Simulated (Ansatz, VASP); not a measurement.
# HfO2: VASP beside Ansatz

```
Hf O
1.0
     3.25221    0.00000    0.00000
    -1.62611    2.87283    0.00000
     0.00000    0.00000    5.60170
Hf O
1 2
Direct
  0.00000 0.00000 0.00000
  0.33333 0.66667 0.17312
  0.66667 0.33333 0.82688
```

Change from the starting cell: strain e2 = +0.02, atoms carried along.

Alike in both runs: task single point; functional PBE; k mesh 12 × 12 × 6; occupations gaussian, width 0.05 eV; no spin polarisation.

|  | VASP | Ansatz |
| --- | --- | --- |
| version | VASP 6.6.1 | Ansatz 0.2.0 |
| potentials or method | VASP PAW PBE potentials, release 64 (Hf_pv, O), cutoff 520 eV | scalar-relativistic, plane waves, PAW |
| valence electrons in the cell | 22 | 38 |

VASP gave:

| Item | Value |
| --- | --- |
| gap on the k mesh at the Fermi level (eV) | 4.66 |
| least direct gap on the mesh (eV) | 4.88 |
| pressure (GPa) | -5.4 |
| traceless stress, the component that is largest in VASP (GPa) | -3.58 |
| rms of the force components (eV/Å) | 0.204 |

Question: Estimate Ansatz's values.

Answer: gap on the k mesh at the Fermi level (eV): 4.66; least direct gap on the mesh (eV): 4.88; pressure (GPa): -3.4; traceless stress, the component that is largest in VASP (GPa): -3.23; rms of the force components (eV/Å): 0.116.

Atom by atom the forces differ by 0.089 eV/Å (rms over components). The functional is the same, so the differences come from potentials, cutoffs and numerics. VASP's potentials hold 22 valence electrons a cell and Ansatz's 38, so a difference there can come from the potentials and not from the codes.

Neither program's run includes spin-orbit coupling.
